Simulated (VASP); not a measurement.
A run of VASP 6.6.1:

The input INCAR:

```
PREC     = Accurate       # precision mode
ENCUT    = 520            # plane-wave cutoff, eV
EDIFF    = 1E-7           # SCF threshold, eV
ISMEAR   = 0              # smearing method
SIGMA    = 0.15           # smearing width, eV
LREAL    = False          # projectors in reciprocal space
LASPH    = True           # aspherical terms in the spheres
NELM     = 150            # most SCF steps
ALGO     = Normal         # electronic algorithm
ISIF     = 2              # what is computed and relaxed
LWAVE    = False          # write WAVECAR
LCHARG   = False          # write CHGCAR
ISPIN    = 2              # spin polarisation
MAGMOM   = 0.7 1.54 1.54 1.54 # initial moments
LORBIT   = 11             # projections on sites
NUPDOWN  = 5.32           # fixed moment
LMAXMIX  = 4              # l up to which the mixer works
GGA      = PS             # functional
NBANDS   = 32             # bands
```

KPOINTS

```
Automatic mesh
0
Gamma
  12 12 12
```

The input POSCAR:

```
TiCo3
1.0
    3.6000000000      0.0000000000      0.0000000000
    0.0000000000      3.6000000000      0.0000000000
    0.0000000000      0.0000000000      3.6000000000
Ti Co
1 3
Direct
    0.0000000000      0.0000000000      0.0000000000
    0.0000000000      0.5000000000      0.5000000000
    0.5000000000      0.0000000000      0.5000000000
    0.5000000000      0.5000000000      0.0000000000
```

Potentials or basis: VASP PAW PBE potentials, release 64 (Ti_sv, Co).

Run with:

```bash
$ cat potpaw_PBE.64/Ti_sv/POTCAR potpaw_PBE.64/Co/POTCAR > POTCAR
$ mpirun -np 1 vasp_std > vasp.out
```

Hardware: 1 thread of Oxide Virtual Turin-like Processor (shared host).

Task: Estimate the wall time of this run.

Result: It took 8.5 min on 1 thread of Oxide Virtual Turin-like Processor (shared host), peak memory 0.27 GiB. Counts: scf iterations 17, k points 84.
